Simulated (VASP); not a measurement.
RbBr, 2 atoms in the cell. Symmetry: Fm-3m, No. 225, cubic system. The conventional cell has a = 6.922 Å, b = 6.922 Å, c = 6.922 Å, α = 90.00°, β = 90.00°, γ = 90.00°. Rb (site symmetry m-3m) has 6 Br at 3.46 Å within 4.5 Å. Br (site symmetry m-3m) has 6 Rb at 3.46 Å within 4.5 Å. 

| Quantity | Value |
| --- | --- |
| Program | VASP 6.6.1 |
| Task | single point |
| Functional | PBE |
| Potentials or basis | VASP PAW PBE potentials, release 64 (Rb_sv, Br) |
| Cutoff | 500 eV |
| k mesh | 2 × 2 × 2 |
| Occupations | gaussian, width 0.01 eV |
| Spin | no spin polarisation |
| Dipole correction | no |
| Further INCAR settings | ALGO = Normal; EDIFF = 1e-06; NBANDS = 15 |

Potentials or basis: VASP PAW PBE potentials, release 64 (Rb_sv, Br).

Launch:

```sh
$ cat potpaw_PBE.64/Rb_sv/POTCAR potpaw_PBE.64/Br/POTCAR > POTCAR
$ mpirun -np 1 vasp_std > vasp.out
```

Hardware: 1 thread of Intel Xeon 8259CL, on a shared host.

Q: Estimate the wall time of this run.

A: Wall time 14 s on 1 thread of Intel Xeon 8259CL (shared host), peak memory 0.19 GiB. Counts: scf iterations 13, k points 3.
